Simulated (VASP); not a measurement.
Set up this calculation in VASP 6.6.1, as the native input.

```yaml
Task: relaxation of cell and atoms
Functional: PBE
Potentials_or_basis: VASP PAW PBE potentials, release 64 (Li_sv, Hg)
Cutoff: 600 eV
k_mesh: 15 × 15 × 4
Occupations: gaussian, width 0.1 eV
Spin: no spin polarisation
Dipole_correction: no
Further_INCAR_settings: ALGO = Normal; EDIFF = 1e-07; IBRION = 2; EDIFFG = -0.01; NSW = 100; ISIF = 3
```

The structure of Li2Hg lies in POSCAR:

```
Li2Hg
1.0
    3.1823787900      0.0000000000      0.0000000000
   -1.5911894000      2.7560208800      0.0000000000
    0.0000000000      0.0000000000     15.5904737000
Li Hg
4 2
Direct
    0.3333333300      0.6666666700      0.8333333300
    0.3333333300      0.6666666700      0.1666666700
    0.3333333300      0.6666666700      0.5000000000
    0.6666666700      0.3333333300      0.0000000000
    0.6666666700      0.3333333300      0.3333333300
    0.6666666700      0.3333333300      0.6666666700
```

These files were run (other wordings do the same):

INCAR

```
SYSTEM = Li2Hg
PREC = Accurate ; ENCUT = 600
EDIFF = 1E-7 ; ISMEAR = 0
SIGMA = 0.1 ; LREAL = .False.
LASPH = .True. ; NELM = 100
ALGO = Normal ; ISIF = 3
LWAVE = .False. ; LCHARG = .False.
GGA = PE ; IBRION = 2
NSW = 100 ; EDIFFG = -0.01
```

KPOINTS

```
regular mesh
0
Gamma
  15 15 4
  0 0 0
```

Potentials or basis: VASP PAW PBE potentials, release 64 (Li_sv, Hg).

The run is started by

```console
$ cat potpaw_PBE.64/Li_sv/POTCAR potpaw_PBE.64/Hg/POTCAR > POTCAR
$ mpirun -np 1 vasp_std > vasp.out
```

It gave:

```yaml
Relaxed_volume: 20.87 Å³/atom
Relaxed_cell: a = 3.262 Å, b = 3.262 Å, c = 13.589 Å, α = 90.00°, β = 90.00°, γ = 120.00°
Space_group_after_relaxing_to_0.1_Å: P-6m2 (No. 187)
Energy_gained_by_relaxing: 45.8 meV/atom
Ionic_steps: 19
Pressure_after_relaxing: 0.0 GPa
Largest_force_after_relaxing: 0.007 eV/Å
Band_gap_on_the_k_mesh: zero (bands 18 and 19 overlap by 3.05 eV)
```

Caveat: the cutoff is under 1.25 times the usual one of these potentials, so pressure, stress and relaxed cells hold a basis-set (Pulay) error; spin-orbit coupling is left out, which moves the levels of the heavy elements.

Wall time 2.3 h on 1 thread of Intel(R) Xeon(R) Platinum 8259CL CPU @ 2.50GHz (Skylake/Cascade Lake) (shared host), peak memory 0.51 GiB.
